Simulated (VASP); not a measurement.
# NaSrI3 (P4/mmm) in VASP: single point with PBE

Aim: the single point of NaSrI3 with PBE.

Everything below comes from runs of VASP 6.6.1. Logs are shortened: lines on timing, memory, paths and dates and some standing lists are left out, and cuts for length are marked.

## 1. The cell of the first run

Symmetry: P4/mmm, No. 123, tetragonal system. Conventional cell: a = 6.398 Å, b = 6.398 Å, c = 6.654 Å, α = 90.00°, β = 90.00°, γ = 90.00°. Sr (site symmetry 4/mmm) has 6 I at 3.20 to 3.33 Å within 4.2 Å. I (site symmetry mmm) has 2 Sr at 3.20 Å within 4.2 Å. Within 4.4 Å of I (site symmetry 4/mmm) lie 2 Sr at 3.33 Å.

## 2. Single point, PBE (uniaxial x strain +4.0%)

INCAR

```
PREC = Accurate ; ENCUT = 520
EDIFF = 1E-7 ; ISMEAR = -1
SIGMA = 0.02 ; LREAL = False
LASPH = True ; NELM = 60
ALGO = Normal ; ISIF = 2
LWAVE = False ; LCHARG = True
GGA = PE ; LELF = True
LVHAR = True ; NBANDS = 27
```

KPOINTS

```
regular mesh
0
Gamma
  4 4 4
```

POSCAR

```
NaSrI3
1.0
    6.6535963080      0.0000000000      0.0000000000
    0.0000000000      6.3976887577      0.0000000000
    0.0000000000      0.0000000000      6.3976887577
Na Sr I
1 1 3
Direct
    0.0000000000      0.0000000000      0.0000000000
    0.5000000000      0.5000000000      0.5000000000
    0.5000000000      0.5000000000      0.0000000000
    0.5000000000      0.0000000000      0.5000000000
    0.0000000000      0.5000000000      0.5000000000
```

Potentials or basis: VASP PAW PBE potentials, release 64 (Na_pv, Sr_sv, I).

Started as:

```
$ cat potpaw_PBE.64/Na_pv/POTCAR potpaw_PBE.64/Sr_sv/POTCAR potpaw_PBE.64/I/POTCAR > POTCAR
$ mpirun -np 1 vasp_std > vasp.out
```

OUTCAR:

```text
PREC = Accurate
   ENCUT = 520
   EDIFF = 1E-7
   ISMEAR = -1
   LREAL = False
   LASPH = True
   NELM = 60
   ISIF = 2
   GGA = PE

 ion  position               nearest neighbor table
   1  0.000  0.000  0.000-
   2  0.500  0.500  0.500-   3 3.20   4 3.20   3 3.20   4 3.20   5 3.33   5 3.33
   3  0.500  0.500  0.000-   2 3.20   2 3.20
   4  0.500  0.000  0.500-   2 3.20   2 3.20
   5  0.000  0.500  0.500-   2 3.33   2 3.33

  LATTYP: Found a simple tetragonal cell.
 ALAT       =     6.3976887577
 C/A-ratio  =     1.0400000000

  Lattice vectors:

 A1 = (   0.0000000000,   6.3976887577,   0.0000000000)
 A2 = (   0.0000000000,   0.0000000000,   6.3976887577)
 A3 = (   6.6535963080,   0.0000000000,   0.0000000000)

Analysis of symmetry for initial positions (statically):
=====================================================================
 Subroutine PRICEL returns:
 Original cell was already a primitive cell.

 Routine SETGRP: Setting up the symmetry group for a
 simple tetragonal supercell.

 Subroutine GETGRP returns: Found 16 space group operations
 (whereof 16 operations were pure point group operations)
 out of a pool of 16 trial point group operations.

The static configuration has the point symmetry D_4h.

Analysis of symmetry for dynamics (positions and initial velocities):
=====================================================================
 Subroutine PRICEL returns:
 Original cell was already a primitive cell.

 Routine SETGRP: Setting up the symmetry group for a
 simple tetragonal supercell.

 Subroutine GETGRP returns: Found 16 space group operations
 (whereof 16 operations were pure point group operations)
 out of a pool of 16 trial point group operations.

The dynamic configuration has the point symmetry D_4h.

 Subroutine INISYM returns: Found 16 space group operations
 (whereof 16 operations are pure point group operations),
 and found     1 'primitive' translations

----------------------------------------------------------------------------------------

                                     Primitive cell

  volume of cell :     272.3345

  direct lattice vectors                    reciprocal lattice vectors
     6.653596308  0.000000000  0.000000000     0.150294661  0.000000000  0.000000000
     0.000000000  6.397688758  0.000000000     0.000000000  0.156306447  0.000000000
     0.000000000  0.000000000  6.397688758     0.000000000  0.000000000  0.156306447

  length of vectors
     6.653596308  6.397688758  6.397688758     0.150294661  0.156306447  0.156306447

  position of ions in fractional coordinates (direct lattice)
     0.000000000  0.000000000  0.000000000
     0.500000000  0.500000000  0.500000000
     0.500000000  0.500000000  0.000000000
     0.500000000  0.000000000  0.500000000
     0.000000000  0.500000000  0.500000000

  ion indices of the primitive-cell ions
   primitive index   ion index
                 1           1
                 2           2
                 3           3
                 4           4
                 5           5

----------------------------------------------------------------------------------------

 KPOINTS: regular mesh

Automatic generation of k-mesh.
 Grid dimensions read from file:
 generate k-points for:    4    4    4

 Generating k-lattice:

  Cartesian coordinates                     Fractional coordinates (reciprocal lattice)
     0.037573665  0.000000000  0.000000000     0.250000000  0.000000000  0.000000000
     0.000000000  0.039076612  0.000000000     0.000000000  0.250000000  0.000000000
     0.000000000  0.000000000  0.039076612     0.000000000  0.000000000  0.250000000

  Length of vectors
     0.037573665  0.039076612  0.039076612

  Shift w.r.t. Gamma in fractional coordinates (k-lattice)
     0.000000000  0.000000000  0.000000000

 Subroutine IBZKPT returns following result:
 ===========================================

 Found     18 irreducible k-points:

 Following reciprocal coordinates:
            Coordinates               Weight
  0.000000  0.000000  0.000000      1.000000
  0.250000  0.000000  0.000000      2.000000
  0.500000  0.000000  0.000000      1.000000
  0.000000  0.250000  0.000000      4.000000
  0.250000  0.250000  0.000000      8.000000
  0.500000  0.250000  0.000000      4.000000
[... 10 lines left out ...]
  0.250000  0.500000  0.500000      2.000000
  0.500000  0.500000  0.500000      1.000000
   k-points           NKPTS =     18   k-points in BZ     NKDIM =     18   number of bands    NBANDS=     27
   number of dos      NEDOS =    301   number of ions     NIONS =      5
   total plane-waves  NPLWV = 115200
   dimension x,y,z NGX =    50 NGY =   48 NGZ =   48
   dimension x,y,z NGXF=   100 NGYF=   96 NGZF=   96
   ions per type =               1   1   3
   NGX,Y,Z   is equivalent  to a cutoff of  12.49, 12.47, 12.47 a.u.
   NGXF,Y,Z  is equivalent  to a cutoff of  24.99, 24.95, 24.95 a.u.
 SYSTEM =  unknown system
   PREC   = accura    normal or accurate (medium, high low for compatibility)
   ISTART =      0    job   : 0-new  1-cont  2-samecut
   ICHARG =      2    charge: 1-file 2-atom 10-const
   ISPIN  =      1    spin polarized calculation?
   LNONCOLLINEAR =      F non collinear calculations
   LSORBIT =      F    spin-orbit coupling
   LASPH  =      T    aspherical Exc in radial PAW
   ENCUT  =  520.0 eV  38.22 Ry    6.18 a.u.  12.37 11.90 11.90*2*pi/ulx,y,z
   NELM   =     60;   NELMIN=  2; NELMDL= -5     # of ELM steps
   EDIFF  = 0.1E-06   stopping-criterion for ELM
   LREAL  =      F    real-space projection
   EDIFFG = 0.1E-05   stopping-criterion for IOM
   NSW    =      0    number of steps for IOM
   IBRION =     -1    ionic relax: 0-MD 1-quasi-New 2-CG
   NFREE  =      0    steps in history (QN), initial steepest desc. (CG)
   ISIF   =      2    stress and relaxation
   ISYM   =      2    0-nonsym 1-usesym 2-fastsym
   POTIM  = 0.5000    time-step for ionic-motion
   TEBEG  =    0.0;   TEEND  =   0.0 temperature during run
   PSTRESS=    0.0 pullay stress
   NELECT =      38.0000    total number of electrons
   NUPDOWN=      -1.0000    fix difference up-down
   EMIN   =  10.00;   EMAX   =-10.00  energy-range for DOS
   EFERMI =   0.00;   METHOD = LEGACY
   ISMEAR =    -1;   SIGMA  =   0.02  broadening in eV -4-tet -1-fermi 0-gaus
   EFERMI_NEDOS =   21; number of points for ismear=-14 and -15
   IALGO  =     38    algorithm
   IMIX   =      4    mixing-type and parameters
     AMIX     =   0.40;   BMIX     =  1.00
     AMIX_MAG =   1.60;   BMIX_MAG =  1.00
  volume/ion in A,a.u.               =      54.47       367.56
  Fermi-wavevector in a.u.,A,eV,Ry     =   0.849119  1.604602  9.809839  0.721003
  Thomas-Fermi vector in A             =   1.964890
   LORBIT       =      0    0 simple, 1 ext, 2 COOP (PROOUT), +10 PAW based schemes
   GGA     = PE    functional components
   LHFCALC =     F    Hartree Fock is set to
   AEXX    =    0.0000 exact exchange contribution
   IVDW    =     0    specifies the selected vdW correction
   LEPSILON=     F    determine dielectric tensor
   LRPA    =     F    only Hartree local field effects (RPA)
 non-spin polarized calculation
  energy-cutoff  :      520.00
  volume of cell :      272.33
 maximum number of plane-waves:      7368
 NGX is ok and might be reduce to    50
   NGX = 25   NGY = 23   NGZ = 23

 number of electron      37.9999987 magnetization

 Free energy of the ion-electron system (eV)
  ---------------------------------------------------
  ext. energy  EPLUGINS =         0.00000000
  ---------------------------------------------------
  free energy    TOTEN  =       -14.07761482 eV

  energy without entropy =      -14.07761482  energy(sigma->0) =      -14.07761482

 E-fermi :   0.0744     XC(G=0):  -6.3998

 val. band max:       -0.3931027408   @ k =   0.5000   0.5000   0.5000
 cond. band min:       1.9490598253   @ k =   0.0000   0.0000   0.0000
 fundamental gap:      2.3421625662
 Fermi energy:         0.0744350423

 k-point     1 :       0.0000    0.0000    0.0000
  band No.  band energies     occupation
      1     -34.5183      2.00000
      2     -25.4235      2.00000
      3     -25.4224      2.00000
      4     -25.4224      2.00000
      5     -16.5606      2.00000
      6     -16.5606      2.00000
[... 19 lines left out ...]
     26       5.2221      0.00000
     27       5.4284      0.00000

 k-point     2 :       0.2500    0.0000    0.0000
  band No.  band energies     occupation
      1     -34.5183      2.00000
      2     -25.4235      2.00000
      3     -25.4224      2.00000
      4     -25.4224      2.00000
      5     -16.5605      2.00000
      6     -16.5605      2.00000
[... 19 lines left out ...]
     26       5.2338      0.00000
     27       5.7796      0.00000

 k-point     3 :       0.5000    0.0000    0.0000
  band No.  band energies     occupation
      1     -34.5183      2.00000
      2     -25.4235      2.00000
      3     -25.4224      2.00000
      4     -25.4224      2.00000
      5     -16.5612      2.00000
      6     -16.5604      2.00000
[... 19 lines left out ...]
     26       5.2387      0.00000
     27       5.9905      0.00000

 k-point     4 :       0.0000    0.2500    0.0000
  band No.  band energies     occupation
      1     -34.5183      2.00000
      2     -25.4235      2.00000
      3     -25.4224      2.00000
      4     -25.4224      2.00000
      5     -16.5736      2.00000
      6     -16.5604      2.00000
[... 19 lines left out ...]
     26       5.1833      0.00000
     27       5.9565      0.00000

 k-point     5 :       0.2500    0.2500    0.0000
  band No.  band energies     occupation
      1     -34.5183      2.00000
      2     -25.4235      2.00000
      3     -25.4224      2.00000
      4     -25.4224      2.00000
      5     -16.5735      2.00000
      6     -16.5603      2.00000
[... 19 lines left out ...]
     26       5.1760      0.00000
     27       5.6643      0.00000

 k-point     6 :       0.5000    0.2500    0.0000
  band No.  band energies     occupation
      1     -34.5183      2.00000
      2     -25.4235      2.00000
      3     -25.4224      2.00000
      4     -25.4224      2.00000
      5     -16.5734      2.00000
      6     -16.5610      2.00000
[... 264 lines left out ...]
      1     -34.5183      2.00000
      2     -25.4235      2.00000
      3     -25.4224      2.00000
      4     -25.4224      2.00000
      5     -16.5861      2.00000
      6     -16.5730      2.00000
[... 19 lines left out ...]
     26       5.6055      0.00000
     27       5.7689      0.00000

 k-point    16 :       0.0000    0.5000    0.5000
  band No.  band energies     occupation
      1     -34.5183      2.00000
      2     -25.4235      2.00000
      3     -25.4224      2.00000
      4     -25.4224      2.00000
      5     -16.5861      2.00000
      6     -16.5861      2.00000
[... 19 lines left out ...]
     26       5.0644      0.00000
     27       5.7796      0.00000

 k-point    17 :       0.2500    0.5000    0.5000
  band No.  band energies     occupation
      1     -34.5183      2.00000
      2     -25.4235      2.00000
      3     -25.4224      2.00000
      4     -25.4224      2.00000
      5     -16.5860      2.00000
      6     -16.5860      2.00000
[... 19 lines left out ...]
     26       5.6034      0.00000
     27       5.8430      0.00000

 k-point    18 :       0.5000    0.5000    0.5000
  band No.  band energies     occupation
      1     -34.5183      2.00000
      2     -25.4235      2.00000
      3     -25.4224      2.00000
      4     -25.4224      2.00000
      5     -16.5859      2.00000
      6     -16.5859      2.00000
[... 19 lines left out ...]
     26       5.7261      0.00000
     27       6.0726      0.00000

------------------------ aborting loop because EDIFF is reached ----------------------------------------

  FORCE on cell =-STRESS in cart. coord.  units (eV):
  Direction    XX          YY          ZZ          XY          YZ          ZX
  --------------------------------------------------------------------------------------
  -------------------------------------------------------------------------------------
  Total       -1.4561191      0.0241276      0.0241276      0.0000000      0.0000000      0.0000000
  in kB       -8.5665274      0.1419457      0.1419457      0.0000000      0.0000000      0.0000000
  external PRESSURE =      -2.7608787 kB  Pullay stress =       0.0000000 kB

 VOLUME and BASIS-vectors are now :
 -----------------------------------------------------------------------------
  energy-cutoff  :      520.00
  volume of cell :      272.33
      direct lattice vectors                 reciprocal lattice vectors
     6.653596308  0.000000000  0.000000000     0.150294661  0.000000000  0.000000000
     0.000000000  6.397688758  0.000000000     0.000000000  0.156306447  0.000000000
     0.000000000  0.000000000  6.397688758     0.000000000  0.000000000  0.156306447

 POSITION                                       TOTAL-FORCE (eV/Angst)
 -----------------------------------------------------------------------------------
      0.00000      0.00000      0.00000         0.000000      0.000000      0.000000
      3.32680      3.19884      3.19884         0.000000      0.000000      0.000000
      3.32680      3.19884      0.00000         0.000000      0.000000      0.000000
      3.32680      0.00000      3.19884         0.000000      0.000000      0.000000
      0.00000      3.19884      3.19884         0.000000      0.000000      0.000000
 -----------------------------------------------------------------------------------
    total drift:                                0.000000     -0.000000      0.000000

  FREE ENERGIE OF THE ION-ELECTRON SYSTEM (eV)
  ---------------------------------------------------
  free  energy   TOTEN  =       -14.0776148198 eV

  energy  without entropy=      -14.0776148198  energy(sigma->0) =      -14.07761482
```

It took 3 min on 1 thread of Intel Xeon Platinum 8259CL at 2.50GHz (Skylake/Cascade Lake), shared host; peak memory 0.4 GiB.

Results:

```
Free energy            : -14.0776 eV
Pressure               : -0.3 GPa
Band gap on the k mesh : 2.34 eV, indirect (least direct gap 2.65 eV)
```

Levels at points of the mesh, in eV from the valence-band top:
| k point | band 15 | band 16 | band 17 | band 18 | band 19 | band 20 | band 21 | band 22 | band 23 | band 24 |
| --- | --- | --- | --- | --- | --- | --- | --- | --- | --- | --- |
| (0.00, 0.00, 0.00) | -0.50 | -0.50 | -0.32 | -0.31 | -0.31 | 2.34 | 4.16 | 4.19 | 4.19 | 4.61 |
| (0.50, 0.00, 0.00) | -0.76 | -0.76 | -0.61 | -0.36 | -0.36 | 3.25 | 4.23 | 4.43 | 5.07 | 5.07 |
| (0.00, 0.50, 0.00) | -0.86 | -0.83 | -0.61 | -0.39 | -0.38 | 3.36 | 4.29 | 4.32 | 5.11 | 5.23 |
| (0.50, 0.50, 0.00) | -0.82 | -0.82 | -0.81 | -0.74 | -0.07 | 3.39 | 5.22 | 5.27 | 5.34 | 5.38 |
| (0.00, 0.50, 0.50) | -0.84 | -0.84 | -0.77 | -0.77 | 0.00 | 3.33 | 5.17 | 5.27 | 5.40 | 5.40 |
| (0.50, 0.50, 0.50) | -1.36 | -1.24 | -0.07 | -0.07 | 0.00 | 2.77 | 5.65 | 5.71 | 5.71 | 6.08 |

Caveat: the cell differs from its parent crystal (uniaxial x strain +4.0%); spin-orbit coupling is left out, which moves the levels of the heavy elements. A k mesh can miss the band edges.
